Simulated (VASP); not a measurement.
# H in VASP: further runs

The runs below take H through single point, with PBE.

Everything below comes from runs of VASP 6.6.1. Logs are shortened: lines on timing, memory, paths and dates and some standing lists are left out, and cuts for length are marked.

### Step 1. The cell of the first run

The cell holds an amorphous packing of atoms, 20 atoms: a = 6.214 Å, b = 6.214 Å, c = 6.214 Å, α = 90.00°, β = 90.00°, γ = 90.00°.

### Step 2. Single point, PBE

INCAR

```
SYSTEM = H
  ALGO = Normal
  EDIFF = 1E-7
  ENCUT = 520
  GGA = PE
  ISIF = 2
  ISMEAR = -1
  LASPH = .TRUE.
  LCHARG = .FALSE.
  LREAL = Auto
  LWAVE = .FALSE.
  NBANDS = 26
  NELM = 100
  PREC = Accurate
  SIGMA = 0.02
```

KPOINTS

```
k-points
0
G
  1 1 1
  0 0 0
```

POSCAR

```
H
1.0
    6.2144650000      0.0000000000      0.0000000000
    0.0000000000      6.2144650000      0.0000000000
    0.0000000000      0.0000000000      6.2144650000
H
20
Direct
    0.3798768379      0.5002500722      0.9249216029
    0.4854857249      0.4694675085      0.8759509958
    0.7784904801      0.0481134764      1.0146228820
    0.7988656791      0.0358863188      0.8962664436
    0.1471905389     -0.0103488838      0.3633187811
    0.1235877616      0.0712882715      0.2777879035
    0.4308147990      0.1223935608      0.7007875817
    0.3866845925      0.1472391994      0.5913863447
    0.2032079293      0.4494292640      0.4397025433
    0.0912424764      0.4390006941      0.3959452973
    0.3365855422      0.8501346845      0.0091652400
    0.2643679239      0.9161521301     -0.0606645596
    0.7422501726      0.4015547163      0.2689913591
    0.7262581080      0.3949782036      0.1500743652
    0.9577208777      0.8378762903      0.5887188333
    0.9680413846      0.7638611818      0.6837386187
    0.7959671625      0.4388292748      0.6328401752
    0.7513989492      0.3283983931      0.6497601945
    0.4698905516      0.7226016909      0.5406592804
    0.4393428079      0.7363071528      0.4250114174
```

Potentials or basis: VASP PAW PBE potentials, release 64 (H).

Command:

```console
cat potpaw_PBE.64/H/POTCAR > POTCAR
mpirun -np 1 vasp_gam > vasp.out
```

OUTCAR:

```text
SYSTEM = H
   EDIFF = 1E-7
   ENCUT = 520
   GGA = PE
   ISIF = 2
   ISMEAR = -1
   LASPH = .TRUE.
   LREAL = Auto
   NELM = 100
   PREC = Accurate

 ion  position               nearest neighbor table
   1  0.380  0.500  0.925-   2 0.75
   2  0.485  0.469  0.876-   1 0.75
   3  0.778  0.048  0.015-   4 0.75
   4  0.799  0.036  0.896-   3 0.75
   5  0.147  0.990  0.363-   6 0.75
   6  0.124  0.071  0.278-   5 0.75
[... 12 lines left out ...]
  19  0.470  0.723  0.541-  20 0.75
  20  0.439  0.736  0.425-  19 0.75

  LATTYP: Found a simple cubic cell.
 ALAT       =     6.2144650000

  Lattice vectors:

 A1 = (   6.2144650000,   0.0000000000,   0.0000000000)
 A2 = (   0.0000000000,   6.2144650000,   0.0000000000)
 A3 = (   0.0000000000,   0.0000000000,   6.2144650000)

Analysis of symmetry for initial positions (statically):
=====================================================================
 Subroutine PRICEL returns:
 Original cell was already a primitive cell.

 Routine SETGRP: Setting up the symmetry group for a
 simple cubic supercell.

 Subroutine GETGRP returns: Found  1 space group operations
 (whereof  1 operations were pure point group operations)
 out of a pool of 48 trial point group operations.

The static configuration has the point symmetry C_1 .

Analysis of symmetry for dynamics (positions and initial velocities):
=====================================================================
 Subroutine PRICEL returns:
 Original cell was already a primitive cell.

 Routine SETGRP: Setting up the symmetry group for a
 simple cubic supercell.

 Subroutine GETGRP returns: Found  1 space group operations
 (whereof  1 operations were pure point group operations)
 out of a pool of 48 trial point group operations.

The dynamic configuration has the point symmetry C_1 .

 Subroutine INISYM returns: Found  1 space group operations
 (whereof  1 operations are pure point group operations),
 and found     1 'primitive' translations

----------------------------------------------------------------------------------------

                                     Primitive cell

  volume of cell :     240.0000

  direct lattice vectors                    reciprocal lattice vectors
     6.214465000  0.000000000  0.000000000     0.160914898  0.000000000  0.000000000
     0.000000000  6.214465000  0.000000000     0.000000000  0.160914898  0.000000000
     0.000000000  0.000000000  6.214465000     0.000000000  0.000000000  0.160914898

  length of vectors
     6.214465000  6.214465000  6.214465000     0.160914898  0.160914898  0.160914898

  position of ions in fractional coordinates (direct lattice)
     0.379876838  0.500250072  0.924921603
     0.485485725  0.469467509  0.875950996
     0.778490480  0.048113476  0.014622882
     0.798865679  0.035886319  0.896266444
     0.147190539  0.989651116  0.363318781
     0.123587762  0.071288272  0.277787903
[... 12 lines left out ...]
     0.469890552  0.722601691  0.540659280
     0.439342808  0.736307153  0.425011417

  ion indices of the primitive-cell ions
   primitive index   ion index
                 1           1
                 2           2
                 3           3
                 4           4
                 5           5
                 6           6
[... 12 lines left out ...]
                19          19
                20          20

----------------------------------------------------------------------------------------

 KPOINTS: k-points

Automatic generation of k-mesh.
 Grid dimensions read from file:
 generate k-points for:    1    1    1

 Generating k-lattice:

  Cartesian coordinates                     Fractional coordinates (reciprocal lattice)
     0.160914898  0.000000000  0.000000000     1.000000000  0.000000000  0.000000000
     0.000000000  0.160914898  0.000000000     0.000000000  1.000000000  0.000000000
     0.000000000  0.000000000  0.160914898     0.000000000  0.000000000  1.000000000

  Length of vectors
     0.160914898  0.160914898  0.160914898

  Shift w.r.t. Gamma in fractional coordinates (k-lattice)
     0.000000000  0.000000000  0.000000000

 Subroutine IBZKPT returns following result:
 ===========================================

 Found      1 irreducible k-points:

 Following reciprocal coordinates:
            Coordinates               Weight
  0.000000  0.000000  0.000000      1.000000
   k-points           NKPTS =      1   k-points in BZ     NKDIM =      1   number of bands    NBANDS=     26
   number of dos      NEDOS =    301   number of ions     NIONS =     20
   total plane-waves  NPLWV = 110592
   dimension x,y,z NGX =    48 NGY =   48 NGZ =   48
   dimension x,y,z NGXF=    96 NGYF=   96 NGZF=   96
   ions per type =              20
   NGX,Y,Z   is equivalent  to a cutoff of  12.84, 12.84, 12.84 a.u.
   NGXF,Y,Z  is equivalent  to a cutoff of  25.68, 25.68, 25.68 a.u.
 SYSTEM =  H
   PREC   = accura    normal or accurate (medium, high low for compatibility)
   ISTART =      0    job   : 0-new  1-cont  2-samecut
   ICHARG =      2    charge: 1-file 2-atom 10-const
   ISPIN  =      1    spin polarized calculation?
   LNONCOLLINEAR =      F non collinear calculations
   LSORBIT =      F    spin-orbit coupling
   LASPH  =      T    aspherical Exc in radial PAW
   ENCUT  =  520.0 eV  38.22 Ry    6.18 a.u.  11.55 11.55 11.55*2*pi/ulx,y,z
   NELM   =    100;   NELMIN=  2; NELMDL= -5     # of ELM steps
   EDIFF  = 0.1E-06   stopping-criterion for ELM
   LREAL  =      T    real-space projection
   EDIFFG = 0.1E-05   stopping-criterion for IOM
   NSW    =      0    number of steps for IOM
   IBRION =     -1    ionic relax: 0-MD 1-quasi-New 2-CG
   NFREE  =      0    steps in history (QN), initial steepest desc. (CG)
   ISIF   =      2    stress and relaxation
   ISYM   =      2    0-nonsym 1-usesym 2-fastsym
   POTIM  = 0.5000    time-step for ionic-motion
   TEBEG  =    0.0;   TEEND  =   0.0 temperature during run
   PSTRESS=    0.0 pullay stress
   NELECT =      20.0000    total number of electrons
   NUPDOWN=      -1.0000    fix difference up-down
   EMIN   =  10.00;   EMAX   =-10.00  energy-range for DOS
   EFERMI =   0.00;   METHOD = LEGACY
   ISMEAR =    -1;   SIGMA  =   0.02  broadening in eV -4-tet -1-fermi 0-gaus
   EFERMI_NEDOS =   21; number of points for ismear=-14 and -15
   IALGO  =     38    algorithm
   IMIX   =      4    mixing-type and parameters
     AMIX     =   0.40;   BMIX     =  1.00
     AMIX_MAG =   1.60;   BMIX_MAG =  1.00
  volume/ion in A,a.u.               =      12.00        80.98
  Fermi-wavevector in a.u.,A,eV,Ry     =   0.715069  1.351284  6.956975  0.511323
  Thomas-Fermi vector in A             =   1.803133
   LORBIT       =      0    0 simple, 1 ext, 2 COOP (PROOUT), +10 PAW based schemes
   GGA     = PE    functional components
[... 5 lines left out ...]
 non-spin polarized calculation
  energy-cutoff  :      520.00
  volume of cell :      240.00
 maximum number of plane-waves:      3226
 NGX is ok and might be reduce to    48
   NGX = 23   NGY = 23   NGZ = 23

 number of electron      20.0000000 magnetization

 Free energy of the ion-electron system (eV)
  ---------------------------------------------------
  ext. energy  EPLUGINS =         0.00000000
  ---------------------------------------------------
  free energy    TOTEN  =       -67.37491199 eV

  energy without entropy =      -67.37491199  energy(sigma->0) =      -67.37491199

 E-fermi :  -7.6963     XC(G=0):  -5.1856

 val. band max:       -8.2071205757   @ k =   0.0000   0.0000   0.0000
 cond. band min:       1.0806460937   @ k =   0.0000   0.0000   0.0000
 fundamental gap:      9.2877666694
 Fermi energy:        -7.6963090955

 k-point     1 :       0.0000    0.0000    0.0000
  band No.  band energies     occupation
      1     -10.8172      2.00000
      2      -9.5097      2.00000
      3      -9.3345      2.00000
      4      -9.2359      2.00000
      5      -8.8665      2.00000
      6      -8.7779      2.00000
[... 14 lines left out ...]
     21       4.0322      0.00000
     22       4.4538      0.00000
 [bands above 22 left out]

------------------------ aborting loop because EDIFF is reached ----------------------------------------

  FORCE on cell =-STRESS in cart. coord.  units (eV):
  Direction    XX          YY          ZZ          XY          YZ          ZX
  --------------------------------------------------------------------------------------
  -------------------------------------------------------------------------------------
  Total        1.0227997      1.7563061      1.4747646      0.0213024      0.3734635     -0.2115946
  in kB        6.8279439     11.7246411      9.8451436      0.1422094      2.4931445     -1.4125503
  external PRESSURE =       9.4659096 kB  Pullay stress =       0.0000000 kB

 VOLUME and BASIS-vectors are now :
 -----------------------------------------------------------------------------
  energy-cutoff  :      520.00
  volume of cell :      240.00
      direct lattice vectors                 reciprocal lattice vectors
     6.214465000  0.000000000  0.000000000     0.160914898  0.000000000  0.000000000
     0.000000000  6.214465000  0.000000000     0.000000000  0.160914898  0.000000000
     0.000000000  0.000000000  6.214465000     0.000000000  0.000000000  0.160914898

 POSITION                                       TOTAL-FORCE (eV/Angst)
 -----------------------------------------------------------------------------------
      2.36073      3.10879      5.74789         0.020916     -0.024298     -0.000014
      3.01703      2.91749      5.44357        -0.030156     -0.010496      0.003567
      4.83790      0.29900      0.09087         0.009799      0.010378     -0.049054
      4.96452      0.22301      5.56982        -0.013457     -0.005779      0.060811
      0.91471      6.15015      2.25783        -0.025239      0.040115     -0.039625
      0.76803      0.44302      1.72630        -0.022021     -0.043744      0.025089
[... 12 lines left out ...]
      2.92012      4.49058      3.35991         0.029408      0.004483     -0.041266
      2.73028      4.57576      2.64122         0.046743     -0.007788     -0.005507
 -----------------------------------------------------------------------------------
    total drift:                               -0.000255     -0.000245      0.000028

  FREE ENERGIE OF THE ION-ELECTRON SYSTEM (eV)
  ---------------------------------------------------
  free  energy   TOTEN  =       -67.3749119887 eV

  energy  without entropy=      -67.3749119887  energy(sigma->0) =      -67.37491199
```

Run time: 19 s. Hardware: 1 thread of AMD EPYC 7R43 (Zen 3), shared host; peak memory 0.24 GiB.

Results:

| Property | Result |
| --- | --- |
| Free energy | -67.3749 eV |
| Pressure | 0.9 GPa |
| Largest force | 0.112 eV/Å |
| Band gap on the k mesh | 9.29 eV |

Forces in eV/Å, atoms in the order of the input:
```
H    0.021 -0.024  0.000
H   -0.030 -0.010  0.004
H    0.010  0.010 -0.049
H   -0.013 -0.006  0.061
H   -0.025  0.040 -0.040
H   -0.022 -0.044  0.025
H   -0.013  0.000 -0.008
H   -0.003 -0.002  0.003
H   -0.083  0.019 -0.025
H    0.108  0.011  0.028
H   -0.030  0.015 -0.017
H    0.004 -0.024 -0.001
H   -0.015  0.017 -0.003
H   -0.013  0.016  0.025
H    0.009 -0.079  0.077
H    0.017  0.063 -0.051
H    0.001 -0.033  0.014
H    0.002  0.033  0.004
H    0.029  0.004 -0.041
H    0.047 -0.008 -0.006
```

Stress tensor (GPa, compression positive):
```
 0.68  0.01 -0.14
 0.01  1.17  0.25
-0.14  0.25  0.98
```

Levels at points of the mesh, in eV from the valence-band top:
```tsv
k point	band 6	band 7	band 8	band 9	band 10	band 11	band 12	band 13	band 14	band 15
(0.00, 0.00, 0.00)	-0.57	-0.48	-0.12	-0.11	0.00	9.29	9.67	9.88	10.01	10.27
```

Caveat: the k points lie up to 1.01 Å⁻¹ apart.

### Step 3. Single point, PBE

INCAR

```
SYSTEM = H
ALGO = Normal
EDIFF = 1E-7
ENCUT = 520
GGA = PE
ISIF = 2
ISMEAR = -1
LASPH = .True.
LCHARG = .False.
LREAL = Auto
LWAVE = .False.
NBANDS = 26
NELM = 100
PREC = Accurate
SIGMA = 0.02
```

KPOINTS

```
k-points
0
Gamma
  1 1 1
  0 0 0
```

POSCAR

```
H
1.0
    6.2144650000      0.0000000000      0.0000000000
    0.0000000000      6.2144650000      0.0000000000
    0.0000000000      0.0000000000      6.2144650000
H
20
Direct
    0.4940891935      0.5463543523      0.9826750975
    0.4708048078      0.4328288919      0.9315363430
    0.7703317985      0.0150616344      0.9967551511
    0.7034716585      0.0308473859      0.8930615910
    0.1446464016     -0.0816643106      0.3953518123
    0.2057618797     -0.1117393050      0.3052233780
    0.3420085237      0.1554437912      0.7189677631
    0.3808051055      0.0892273108      0.6259750437
    0.1617838382      0.4332955452      0.3332869362
    0.1325456013      0.3404798321      0.4009033762
    0.3705870095      0.8716760011     -0.0503019970
    0.3187885039      0.8323162171      0.0463756735
    0.7681594474      0.3525162665      0.2904835734
    0.8453985983      0.4101720743      0.2198902078
    0.9613055991      0.6322829077      0.7068186883
    1.0684427380      0.6452043740      0.7613205642
    0.7689318389      0.3201401891      0.6383815823
    0.7781361710      0.2632084982      0.7457279106
    0.4674095035      0.7328869018      0.5874359257
    0.3997126060      0.6955546455      0.5006384299
```

Potentials or basis: VASP PAW PBE potentials, release 64 (H).

Command:

```console
cat potpaw_PBE.64/H/POTCAR > POTCAR
mpirun -np 1 vasp_gam > vasp.out
```

It took 20 s on 1 thread of AMD EPYC 7R43 (Zen 3), shared host; peak memory 0.24 GiB.

Results (log left out):

| Property | Result |
| --- | --- |
| Free energy | -66.9805 eV |
| Pressure | 1.6 GPa |
| Largest force | 1.901 eV/Å |
| Band gap on the k mesh | 8.54 eV |

Forces on the atoms (eV/Å):
```
H   -0.223 -1.233 -0.487
H    0.253  1.048  0.500
H   -0.405  0.025 -0.573
H    0.463 -0.213  0.763
H   -1.101  0.518  1.461
H    0.876 -0.384 -1.482
H   -0.016  0.001  0.005
H   -0.046  0.017  0.018
H    0.273  0.218 -0.129
H    0.111 -0.201  0.228
H    0.318  0.343 -0.709
H   -0.405 -0.246  0.631
H   -0.238 -0.039 -0.029
H   -0.127  0.042 -0.095
H    0.112  0.037  0.084
H   -0.097  0.045 -0.028
H    0.044 -0.114  0.247
H    0.002  0.270 -0.482
H    0.647  0.220  0.708
H   -0.441 -0.354 -0.632
```

Stress tensor (GPa, compression positive):
```
 1.88 -0.10 -0.43
-0.10  1.10 -0.27
-0.43 -0.27  1.85
```

Levels at points of the mesh, in eV from the valence-band top:
```csv
k point,band 8,band 9,band 10,band 11,band 12,band 13
"(0.00, 0.00, 0.00)",-0.45,-0.20,0.00,8.54,8.90,9.31
```

Caveat: the k points lie up to 1.01 Å⁻¹ apart.

(Part 1 of 2 ends here.)
